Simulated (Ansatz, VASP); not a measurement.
NiMoIrPdW: VASP beside Ansatz

```
Ni Mo Pd Ir W
1.0
     2.34460   -1.43138    0.00906
     2.34460    1.43138    0.00906
    -2.20600    0.00000   10.92374
Ni Mo Pd Ir W
1 1 1 1 1
Direct
  0.49838 0.49838 0.29525
  0.31773 0.31773 0.91207
  0.24733 0.24733 0.49061
  0.74982 0.74982 0.10802
  0.68673 0.68673 0.69406
```

Alike in both runs: functional revPBE; k mesh 8 × 8 × 2; occupations fermi-dirac, width 0.05 eV; collinear spin.

```csv
,VASP,Ansatz
version,VASP 6.6.1,Ansatz 0.2.0
potentials or method,"VASP PAW PBE potentials, release 64 (Ni, Mo_sv, Pd, Ir, W_sv), cutoff 520 eV","all-electron LAPW, scalar-relativistic"
task,single point,band structure
```

|  | VASP | Ansatz | Ansatz less VASP |
| --- | --- | --- | --- |
| gap on the k mesh at the Fermi level (eV) | none | none | - |
| pressure (GPa) | 3.0 | 2.7 | -0.30 |
| traceless stress, the component that is largest in VASP (GPa) | -0.96 | -1.00 | -0.041 |
| rms of the force components (eV/Å) | 0.035 | 0.033 | -0.0019 |
| net moment per atom (μB) | 0.00 | 0.00 | 0.000 |

VASP's potentials were made for PBE, not for revPBE. Atom by atom the forces differ by 0.007 eV/Å (rms over components). A gap of «none» marks a metal or a gap that the smearing closes. Ansatz ran all-electron here, and VASP with PAW potentials.

Spin-orbit coupling is off throughout. Noted on Ansatz's run: the k mesh is thin for a metal, which can move the energy by tens of meV per atom.
